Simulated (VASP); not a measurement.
A run of VASP 6.6.1:

Contents of POSCAR:

```
Li
1.0
    3.0926129057      0.0000000000      0.0000000000
   -1.5463064529      2.6782813404      0.0000000000
    0.0000000000      0.0000000000     24.5962151022
Li
4
Direct
    0.6666666667      0.3333333333      0.3455816257
    0.3333333333      0.6666666667      0.4485272086
    0.6666666667      0.3333333333      0.5531887321
    0.3333333333      0.6666666667      0.6523873452
```

File INCAR.step1:

```
PREC = Accurate
ENCUT = 520
ISMEAR = 0
SIGMA = 0.1
LREAL = F
LASPH = T
NELM = 60
LDIPOL = T
IDIPOL = 3
DIPOL = 0.5 0.5 0.500
NBANDS = 14
GGA = PE
ALGO = Normal
EDIFF = 1E-4
LWAVE = T
LCHARG = F
```

File INCAR.step2:

```
PREC = Accurate
ENCUT = 520
EDIFF = 1E-6
ISMEAR = 0
SIGMA = 0.1
LREAL = F
LASPH = T
NELM = 60
ALGO = Normal
ISIF = 2
LWAVE = F
LCHARG = F
LDIPOL = T
IDIPOL = 3
DIPOL = 0.5 0.5 0.500
METAGGA = R2SCAN
LMIXTAU = T
NBANDS = 14
ISTART = 1
```

The input KPOINTS:

```
regular mesh
0
Gamma
  9 9 1
```

Potentials or basis: VASP PAW PBE potentials, release 64 (Li_sv).

Command:

```console
$ cat potpaw_PBE.64/Li_sv/POTCAR > POTCAR
$ cp INCAR.step1 INCAR
$ mpirun -np 1 vasp_std > vasp.out
$ cp INCAR.step2 INCAR
$ mpirun -np 1 vasp_std > vasp.out
```

Hardware: 1 thread of Intel(R) Xeon(R) 6975P-C (Granite Rapids) (shared host).

Estimate the wall time of this run.

Wall time 2.7 min on 1 thread of Intel(R) Xeon(R) 6975P-C (Granite Rapids), with other jobs on the host, peak memory 0.35 GiB. Counts: k points 12.
